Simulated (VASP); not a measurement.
# Ta2Tl (P6_3/mmc) in VASP: further runs, part 2 of 2

VASP 6.6.1. The steps go on from the part before.

**3. Single point, PBE**

This run uses another cell than the first one, of 20.22 Å³/atom, 1.090 times its volume.

Contents of INCAR:

```
  PREC = Accurate
  ENCUT = 520
  EDIFF = 1E-7
  ISMEAR = 0
  SIGMA = 0.1
  LREAL = F
  LASPH = T
  NELM = 80
  ALGO = Fast
  ISIF = 2
  LWAVE = F
  LCHARG = F
  GGA = PE
  NBANDS = 44
```

Contents of KPOINTS:

```
regular mesh
0
Gamma
  12 12 4
```

Contents of POSCAR:

```
Ta2Tl
1.0
    3.0358008483      0.0000000000      0.0000000000
   -1.5179004242      2.6290806555      0.0000000000
    0.0000000000      0.0000000000     15.1974645130
Ta Tl
4 2
Direct
    0.6666666667      0.3333333333      0.4183659465
    0.3333333333      0.6666666667      0.9183659465
    0.6666666667      0.3333333333      0.0816340535
    0.3333333333      0.6666666667      0.5816340535
    0.6666666667      0.3333333333      0.7500000000
    0.3333333333      0.6666666667      0.2500000000
```

Potentials or basis: VASP PAW PBE potentials, release 64 (Ta_pv, Tl_d).

Launch:

```console
$ cat potpaw_PBE.64/Ta_pv/POTCAR potpaw_PBE.64/Tl_d/POTCAR > POTCAR
$ mpirun -np 1 vasp_std > vasp.out
```

OUTCAR:

```text
PREC = Accurate
   ENCUT = 520
   EDIFF = 1E-7
   ISMEAR = 0
   LREAL = F
   LASPH = T
   NELM = 80
   ISIF = 2
   GGA = PE

 ion  position               nearest neighbor table
   1  0.667  0.333  0.418-   4 3.04   4 3.04   4 3.04   6 3.10   6 3.10   6 3.10
   2  0.333  0.667  0.918-   3 3.04   3 3.04   3 3.04   5 3.10   5 3.10   5 3.10
   3  0.667  0.333  0.082-   2 3.04   2 3.04   2 3.04   6 3.10   6 3.10   6 3.10
   4  0.333  0.667  0.582-   1 3.04   1 3.04   1 3.04   5 3.10   5 3.10   5 3.10
   5  0.667  0.333  0.750-   2 3.10   4 3.10   2 3.10   4 3.10   2 3.10   4 3.10
   6  0.333  0.667  0.250-   1 3.10   3 3.10   1 3.10   3 3.10   1 3.10   3 3.10

  LATTYP: Found a hexagonal cell.
 ALAT       =     3.0358008483
 C/A-ratio  =     5.0060808572

  Lattice vectors:

 A1 = (   3.0358008483,   0.0000000000,   0.0000000000)
 A2 = (  -1.5179004242,   2.6290806555,   0.0000000000)
 A3 = (   0.0000000000,   0.0000000000,  15.1974645130)

Analysis of symmetry for initial positions (statically):
=====================================================================
 Subroutine PRICEL returns:
 Original cell was already a primitive cell.
[... 186 lines left out ...]
 fundamental gap:      0.0059990118
 Fermi energy:         6.9063962445

 k-point     1 :       0.0000    0.0000    0.0000
  band No.  band energies     occupation
      1     -27.8350      2.00000
      2     -27.8326      2.00000
      3     -27.4234      2.00000
      4     -27.4207      2.00000
      5     -27.1370      2.00000
      6     -27.1370      2.00000
[... 1117 lines left out ...]
     43      10.1176      0.00000
     44      10.7440      0.00000

 [... further k-points ...]

------------------------ aborting loop because EDIFF is reached ----------------------------------------

  FORCE on cell =-STRESS in cart. coord.  units (eV):
  Direction    XX          YY          ZZ          XY          YZ          ZX
  --------------------------------------------------------------------------------------
  -------------------------------------------------------------------------------------
  Total       -0.0318798     -0.0318798     -0.0097037      0.0000000      0.0000000      0.0000000
  in kB       -0.4210927     -0.4210927     -0.1281742      0.0000000      0.0000000      0.0000000
  external PRESSURE =      -0.3234532 kB  Pullay stress =       0.0000000 kB

 VOLUME and BASIS-vectors are now :
 -----------------------------------------------------------------------------
  energy-cutoff  :      520.00
  volume of cell :      121.30
      direct lattice vectors                 reciprocal lattice vectors
     3.035800848  0.000000000  0.000000000     0.329402372  0.190180548  0.000000000
    -1.517900424  2.629080656  0.000000000     0.000000000  0.380361096  0.000000000
     0.000000000  0.000000000 15.197464513     0.000000000  0.000000000  0.065800450

 POSITION                                       TOTAL-FORCE (eV/Angst)
 -----------------------------------------------------------------------------------
      1.51790      0.87636      6.35810        -0.000000     -0.000000      0.005030
     -0.00000      1.75272     13.95683        -0.000000     -0.000000      0.005030
      1.51790      0.87636      1.24063         0.000000     -0.000000     -0.005030
     -0.00000      1.75272      8.83936         0.000000      0.000000     -0.005030
      1.51790      0.87636     11.39810         0.000000     -0.000000      0.000000
     -0.00000      1.75272      3.79937        -0.000000      0.000000      0.000000
 -----------------------------------------------------------------------------------
    total drift:                               -0.000000      0.000000     -0.000000

  FREE ENERGIE OF THE ION-ELECTRON SYSTEM (eV)
  ---------------------------------------------------
  free  energy   TOTEN  =       -48.8482451461 eV

  energy  without entropy=      -48.8096567919  energy(sigma->0) =      -48.82895097
```

OSZICAR:

```text
N       E                     dE             d eps       ncg     rms          rms(c)
DAV:   1     0.623530857872E+03    0.62353E+03   -0.38712E+04  5016   0.162E+03
DAV:   2    -0.242245653506E+02   -0.64776E+03   -0.63445E+03  5496   0.457E+02
DAV:   3    -0.507949860643E+02   -0.26570E+02   -0.25762E+02  6036   0.831E+01
DAV:   4    -0.514311934025E+02   -0.63621E+00   -0.62609E+00  6016   0.107E+01
DAV:   5    -0.514439109028E+02   -0.12718E-01   -0.12693E-01  6076   0.139E+00    0.235E+01
RMM:   6    -0.493742693607E+02    0.20696E+01   -0.26239E+00  5051   0.795E+00    0.120E+01
RMM:   7    -0.488366592463E+02    0.53761E+00   -0.29573E+00  5552   0.762E+00    0.239E+00
RMM:   8    -0.488412916253E+02   -0.46324E-02   -0.25550E-01  5813   0.206E+00    0.103E+00
RMM:   9    -0.488482407633E+02   -0.69491E-02   -0.75407E-02  6315   0.822E-01    0.298E-01
RMM:  10    -0.488479922503E+02    0.24851E-03   -0.13572E-02  5691   0.499E-01    0.250E-01
RMM:  11    -0.488482083728E+02   -0.21612E-03   -0.45698E-03  6731   0.212E-01    0.482E-02
RMM:  12    -0.488482388709E+02   -0.30498E-04   -0.53266E-04  6467   0.837E-02    0.266E-02
RMM:  13    -0.488482444629E+02   -0.55920E-05   -0.16091E-04  6466   0.428E-02    0.152E-02
RMM:  14    -0.488482454713E+02   -0.10083E-05   -0.31838E-05  6889   0.187E-02    0.703E-03
RMM:  15    -0.488482451465E+02    0.32477E-06   -0.40111E-06  6038   0.626E-03    0.243E-03
RMM:  16    -0.488482451461E+02    0.38381E-09   -0.79436E-07  4980   0.293E-03
   1 F= -.48848245E+02 E0= -.48828951E+02  d E =-.385884E-01
```

stdout:

```text
POSCAR found type information on POSCAR TaTl
 POSCAR found :  2 types and       6 ions
 scaLAPACK will be used
 LDA part: xc-table for (Slater+PW92), standard interpolation
 POSCAR, INCAR and KPOINTS ok, starting setup
 FFT: planning ... GRIDC
 FFT: planning ... GRID_SOFT
 FFT: planning ... GRID
 WAVECAR not read
 entering main loop
WARNING in EDDRMM: call to ZHEGV failed, returncode =   6  3     43
```

Wall time 6.6 min (1 thread of AMD EPYC 7R43 (Zen 3), shared host); peak memory 0.37 GiB.

What came out:

| Item | Value |
| --- | --- |
| Free energy | -48.8482 eV |
| Pressure | 0.0 GPa |
| Largest force | 0.005 eV/Å |
| Band gap on the k mesh | zero (band 35 reaches 7.48 eV, above the bottom of band 36 at 6.50 eV) |

Forces on the atoms (eV/Å):
```
Ta   0.000  0.000  0.005
Ta   0.000  0.000  0.005
Ta   0.000  0.000 -0.005
Ta   0.000  0.000 -0.005
Tl   0.000  0.000  0.000
Tl   0.000  0.000  0.000
```

Caveat: spin-orbit coupling is left out, which moves the levels of the heavy elements.
